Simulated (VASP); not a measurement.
# AgB2 (P6/mmm) in VASP: notebook

AgB2 is run at these levels: PBE; tasks: single point.

Program: VASP 6.6.1. These are calculated values, not measurements. Logs are shortened: lines on timing, memory, paths and dates and some standing lists are left out, and cuts for length are marked.

## Step 1: The cell of the first run

It takes space group P6/mmm (No. 191, hexagonal). Conventional cell: a = 3.052 Å, b = 3.052 Å, c = 4.098 Å, α = 90.00°, β = 90.00°, γ = 120.00°. Ag (site symmetry 6/mmm) has 12 B at 2.70 Å and 6 Ag at 3.05 Å within 3.6 Å. Within 2.3 Å of B (site symmetry -6m2) lie 3 B at 1.76 Å.

## Step 2: Single point, PBE

The input, INCAR:

```
ALGO = Normal ; EDIFF = 1E-6
ENCUT = 520 ; GGA = PE
ISIF = 2 ; ISMEAR = 1
LASPH = True ; LCHARG = False
LREAL = False ; LWAVE = False
NBANDS = 16 ; NELM = 100
PREC = Accurate ; SIGMA = 0.1
```

The input, KPOINTS:

```
k-points
0
Gamma
  11 11 7
```

The input, POSCAR:

```
AgB2
1.0
    3.0518200435      0.0000000000      0.0000000000
   -1.5259100218      2.6429535279      0.0000000000
    0.0000000000      0.0000000000      4.0975096554
Ag B
1 2
Direct
    0.0000000000      0.0000000000      0.0000000000
    0.3333333333      0.6666666667      0.5000000000
    0.6666666667      0.3333333333      0.5000000000
```

Potentials or basis: VASP PAW PBE potentials, release 64 (Ag, B).

On the command line:

```console
> cat potpaw_PBE.64/Ag/POTCAR potpaw_PBE.64/B/POTCAR > POTCAR
> mpirun -np 1 vasp_std > vasp.out
```

OUTCAR:

```text
EDIFF = 1E-6
   ENCUT = 520
   GGA = PE
   ISIF = 2
   ISMEAR = 1
   LASPH = True
   LREAL = False
   NELM = 100
   PREC = Accurate

 ion  position               nearest neighbor table
   1  0.000  0.000  0.000-   2 2.70   2 2.70   3 2.70   3 2.70   2 2.70   3 2.70   2 2.70   3 2.70
                             3 2.70   3 2.70   2 2.70   2 2.70
   2  0.333  0.667  0.500-   3 1.76   3 1.76   3 1.76   1 2.70   1 2.70   1 2.70   1 2.70   1 2.70
                             1 2.70
   3  0.667  0.333  0.500-   2 1.76   2 1.76   2 1.76   1 2.70   1 2.70   1 2.70   1 2.70   1 2.70
                             1 2.70

  LATTYP: Found a hexagonal cell.
 ALAT       =     3.0518200435
 C/A-ratio  =     1.3426445849

  Lattice vectors:

 A1 = (   3.0518200435,   0.0000000000,   0.0000000000)
 A2 = (  -1.5259100218,   2.6429535279,   0.0000000000)
 A3 = (   0.0000000000,   0.0000000000,   4.0975096554)

Analysis of symmetry for initial positions (statically):
=====================================================================
 Subroutine PRICEL returns:
 Original cell was already a primitive cell.

 Routine SETGRP: Setting up the symmetry group for a
 hexagonal supercell.

 Subroutine GETGRP returns: Found 24 space group operations
 (whereof 24 operations were pure point group operations)
 out of a pool of 24 trial point group operations.

The static configuration has the point symmetry D_6h.

Analysis of symmetry for dynamics (positions and initial velocities):
=====================================================================
 Subroutine PRICEL returns:
 Original cell was already a primitive cell.

 Routine SETGRP: Setting up the symmetry group for a
 hexagonal supercell.

 Subroutine GETGRP returns: Found 24 space group operations
 (whereof 24 operations were pure point group operations)
 out of a pool of 24 trial point group operations.

The dynamic configuration has the point symmetry D_6h.

 Subroutine INISYM returns: Found 24 space group operations
 (whereof 24 operations are pure point group operations),
 and found     1 'primitive' translations

----------------------------------------------------------------------------------------

                                     Primitive cell

  volume of cell :      33.0498

  direct lattice vectors                    reciprocal lattice vectors
     3.051820043  0.000000000  0.000000000     0.327673318  0.189182290  0.000000000
    -1.525910022  2.642953528  0.000000000     0.000000000  0.378364579  0.000000000
     0.000000000  0.000000000  4.097509655     0.000000000  0.000000000  0.244050676

  length of vectors
     3.051820043  3.051819907  4.097509655     0.378364563  0.378364579  0.244050676

  position of ions in fractional coordinates (direct lattice)
     0.000000000  0.000000000  0.000000000
     0.333333333  0.666666667  0.500000000
     0.666666667  0.333333333  0.500000000

  ion indices of the primitive-cell ions
   primitive index   ion index
                 1           1
                 2           2
                 3           3

----------------------------------------------------------------------------------------

 KPOINTS: k-points

Automatic generation of k-mesh.
 Grid dimensions read from file:
 generate k-points for:   11   11    7

 Generating k-lattice:

  Cartesian coordinates                     Fractional coordinates (reciprocal lattice)
     0.029788483  0.017198390  0.000000000     0.090909091 -0.000000000  0.000000000
     0.000000000  0.034396780  0.000000000     0.000000000  0.090909091  0.000000000
     0.000000000  0.000000000  0.034864382     0.000000000  0.000000000  0.142857143

  Length of vectors
     0.034396778  0.034396780  0.034864382

  Shift w.r.t. Gamma in fractional coordinates (k-lattice)
     0.000000000  0.000000000  0.000000000

 Subroutine IBZKPT returns following result:
 ===========================================

 Found     64 irreducible k-points:

 Following reciprocal coordinates:
            Coordinates               Weight
  0.000000  0.000000  0.000000      1.000000
  0.090909  0.000000  0.000000      6.000000
  0.181818  0.000000  0.000000      6.000000
  0.272727  0.000000  0.000000      6.000000
  0.363636  0.000000  0.000000      6.000000
  0.454545  0.000000  0.000000      6.000000
[... 16 lines left out ...]
  0.090909  0.090909  0.142857     12.000000
  0.181818  0.090909  0.142857     24.000000
 [... further k-points ...]
   k-points           NKPTS =     64   k-points in BZ     NKDIM =     64   number of bands    NBANDS=     16
   number of dos      NEDOS =    301   number of ions     NIONS =      3
   total plane-waves  NPLWV =  17280
   dimension x,y,z NGX =    24 NGY =   24 NGZ =   30
   dimension x,y,z NGXF=    48 NGYF=   48 NGZF=   60
   ions per type =               1   2
   NGX,Y,Z   is equivalent  to a cutoff of  13.07, 13.07, 12.17 a.u.
   NGXF,Y,Z  is equivalent  to a cutoff of  26.15, 26.15, 24.34 a.u.
 SYSTEM =  unknown system
   PREC   = accura    normal or accurate (medium, high low for compatibility)
   ISTART =      0    job   : 0-new  1-cont  2-samecut
   ICHARG =      2    charge: 1-file 2-atom 10-const
   ISPIN  =      1    spin polarized calculation?
   LNONCOLLINEAR =      F non collinear calculations
   LSORBIT =      F    spin-orbit coupling
   LASPH  =      T    aspherical Exc in radial PAW
   ENCUT  =  520.0 eV  38.22 Ry    6.18 a.u.   5.67  5.67  7.62*2*pi/ulx,y,z
   NELM   =    100;   NELMIN=  2; NELMDL= -5     # of ELM steps
   EDIFF  = 0.1E-05   stopping-criterion for ELM
   LREAL  =      F    real-space projection
   EDIFFG = 0.1E-04   stopping-criterion for IOM
   NSW    =      0    number of steps for IOM
   IBRION =     -1    ionic relax: 0-MD 1-quasi-New 2-CG
   NFREE  =      0    steps in history (QN), initial steepest desc. (CG)
   ISIF   =      2    stress and relaxation
   ISYM   =      2    0-nonsym 1-usesym 2-fastsym
   POTIM  = 0.5000    time-step for ionic-motion
   TEBEG  =    0.0;   TEEND  =   0.0 temperature during run
   PSTRESS=    0.0 pullay stress
   NELECT =      17.0000    total number of electrons
   NUPDOWN=      -1.0000    fix difference up-down
   EMIN   =  10.00;   EMAX   =-10.00  energy-range for DOS
   EFERMI =   0.00;   METHOD = LEGACY
   ISMEAR =     1;   SIGMA  =   0.10  broadening in eV -4-tet -1-fermi 0-gaus
   EFERMI_NEDOS =   21; number of points for ismear=-14 and -15
   IALGO  =     38    algorithm
   IMIX   =      4    mixing-type and parameters
     AMIX     =   0.40;   BMIX     =  1.00
     AMIX_MAG =   1.60;   BMIX_MAG =  1.00
  volume/ion in A,a.u.               =      11.02        74.34
  Fermi-wavevector in a.u.,A,eV,Ry     =   1.311701  2.478756 23.409649  1.720561
  Thomas-Fermi vector in A             =   2.442145
   LORBIT       =      0    0 simple, 1 ext, 2 COOP (PROOUT), +10 PAW based schemes
   GGA     = PE    functional components
   LHFCALC =     F    Hartree Fock is set to
   AEXX    =    0.0000 exact exchange contribution
   IVDW    =     0    specifies the selected vdW correction
   LEPSILON=     F    determine dielectric tensor
   LRPA    =     F    only Hartree local field effects (RPA)
 non-spin polarized calculation
 Methfessel and Paxton  Order N= 1 SIGMA  =   0.10
  energy-cutoff  :      520.00
  volume of cell :       33.05
 maximum number of plane-waves:       909
 NGX is ok and might be reduce to    24
   NGX = 11   NGY = 11   NGZ = 15

 number of electron      17.0000004 magnetization

 Free energy of the ion-electron system (eV)
  ---------------------------------------------------
  ext. energy  EPLUGINS =         0.00000000
  ---------------------------------------------------
  free energy    TOTEN  =       -14.54775077 eV

  energy without entropy =      -14.54703037  energy(sigma->0) =      -14.54751064

 E-fermi :   6.7388     XC(G=0): -11.8502

 val. band max:        6.7388299054   @ k =   0.3636   0.1818   0.2857
 cond. band min:       6.7842752716   @ k =   0.2727   0.0000   0.4286
 fundamental gap:      0.0454453662
 Fermi energy:         6.7388498245

 k-point     1 :       0.0000    0.0000    0.0000
  band No.  band energies     occupation
      1      -5.0956      2.00000
      2       1.1780      2.00000
      3       2.0075      2.00000
      4       2.0075      2.00000
      5       2.8957      2.00000
      6       2.8957      2.00000
[... 8 lines left out ...]
     15      23.0331      0.00000
     16      23.9474      0.00000

 k-point     2 :       0.0909    0.0000    0.0000
  band No.  band energies     occupation
      1      -4.9480      2.00000
      2       1.2813      2.00000
      3       1.9321      2.00000
      4       2.0973      2.00000
      5       2.3102      2.00000
      6       2.8750      2.00000
[... 8 lines left out ...]
     15      23.4494      0.00000
     16      23.4841      0.00000

 k-point     3 :       0.1818    0.0000    0.0000
  band No.  band energies     occupation
      1      -4.5103      2.00000
      2       1.4727      2.00000
      3       1.7830      2.00000
      4       1.7913      2.00000
      5       2.3494      2.00000
      6       2.8199      2.00000
[... 8 lines left out ...]
     15      22.1180      0.00000
     16      22.8158      0.00000

 k-point     4 :       0.2727    0.0000    0.0000
  band No.  band energies     occupation
      1      -3.7978      2.00000
      2       1.2818      2.00000
      3       1.4014      2.00000
      4       1.8531      2.00000
      5       2.7114      2.00000
      6       2.7487      2.00000
[... 8 lines left out ...]
     15      20.6668      0.00000
     16      21.7746      0.00000
[... 324 lines left out ...]
 k-point    22 :       0.4545    0.0000    0.1429
  band No.  band energies     occupation
      1      -1.6595      2.00000
      2      -0.4379      2.00000
      3       1.2948      2.00000
      4       1.4495      2.00000
      5       2.5005      2.00000
      6       3.3687      2.00000
[... 8 lines left out ...]
     15      19.5004      0.00000
     16      22.8456      0.00000

 k-point    23 :       0.0909    0.0909    0.1429
  band No.  band energies     occupation
      1      -4.5371      2.00000
      2       1.2426      2.00000
      3       1.8107      2.00000
      4       1.9296      2.00000
      5       2.3046      2.00000
      6       2.7781      2.00000
[... 8 lines left out ...]
     15      21.2557      0.00000
     16      23.4490      0.00000

 k-point    24 :       0.1818    0.0909    0.1429
  band No.  band energies     occupation
      1      -3.9774      2.00000
      2       1.2943      2.00000
      3       1.6201      2.00000
      4       1.7976      2.00000
      5       2.6082      2.00000
      6       2.6723      2.00000
[... 8 lines left out ...]
     15      19.4283      0.00000
     16      22.3932      0.00000

 [... further k-points ...]
[... 5 lines left out ...]
  --------------------------------------------------------------------------------------
  -------------------------------------------------------------------------------------
  Total       -0.9575115     -0.9575113     -0.6738105      0.0000000     -0.0000000      0.0000000
  in kB      -46.4179681    -46.4179626    -32.6647963      0.0000000     -0.0000000      0.0000000
  external PRESSURE =     -41.8335757 kB  Pullay stress =       0.0000000 kB

 VOLUME and BASIS-vectors are now :
 -----------------------------------------------------------------------------
  energy-cutoff  :      520.00
  volume of cell :       33.05
      direct lattice vectors                 reciprocal lattice vectors
     3.051820043  0.000000000  0.000000000     0.327673318  0.189182290  0.000000000
    -1.525910022  2.642953528  0.000000000     0.000000000  0.378364579  0.000000000
     0.000000000  0.000000000  4.097509655     0.000000000  0.000000000  0.244050676

 POSITION                                       TOTAL-FORCE (eV/Angst)
 -----------------------------------------------------------------------------------
      0.00000      0.00000      0.00000        -0.000000     -0.000000     -0.000000
     -0.00000      1.76197      2.04875        -0.000000      0.000000      0.000000
      1.52591      0.88098      2.04875         0.000000      0.000000     -0.000000
 -----------------------------------------------------------------------------------
    total drift:                               -0.000000      0.000000     -0.000000

  FREE ENERGIE OF THE ION-ELECTRON SYSTEM (eV)
  ---------------------------------------------------
  free  energy   TOTEN  =       -14.5477507729 eV

  energy  without entropy=      -14.5470303661  energy(sigma->0) =      -14.54751064
```

Run time: 16 s. Hardware: 1 thread of AMD EPYC 9R45 (Zen 5), shared host; peak memory 0.13 GiB.

Results:

* Free energy: -14.5478 eV
* Pressure: -4.2 GPa

(Continued in part 2 of 2.)
